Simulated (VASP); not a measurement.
Here is a VASP 6.6.1 calculation.

INCAR

```
ALGO = Normal
EDIFF = 1E-7
ENCUT = 520
GGA = PE
ISIF = 2
ISMEAR = 0
LASPH = True
LCHARG = False
LREAL = False
LWAVE = False
NBANDS = 16
NELM = 100
PREC = Accurate
SIGMA = 0.02
```

File KPOINTS:

```
k-points
0
Gamma
  6 6 6
```

The input POSCAR:

```
Li3TeH
1.0
    4.1280000000      0.0000000000      0.0000000000
    0.0000000000      4.1280000000      0.0000000000
    0.0000000000      0.0000000000      4.1280000000
Te H Li
1 1 3
Direct
    0.0000000000      0.0000000000      0.0000000000
    0.5000000000      0.5000000000      0.5000000000
    0.5000000000      0.5000000000      0.0000000000
    0.5000000000      0.0000000000      0.5000000000
    0.0000000000      0.5000000000      0.5000000000
```

Potentials or basis: VASP PAW PBE potentials, release 64 (Te, H, Li_sv).

Run with:

```sh
$ cat potpaw_PBE.64/Te/POTCAR potpaw_PBE.64/H/POTCAR potpaw_PBE.64/Li_sv/POTCAR > POTCAR
$ mpirun -np 1 vasp_std > vasp.out
```

(1) Predict the band gap on the k mesh.

Results:

(1) 2.92 eV, indirect (least direct gap 3.76 eV).

Caveat: spin-orbit coupling is left out, which moves the levels of the heavy elements.
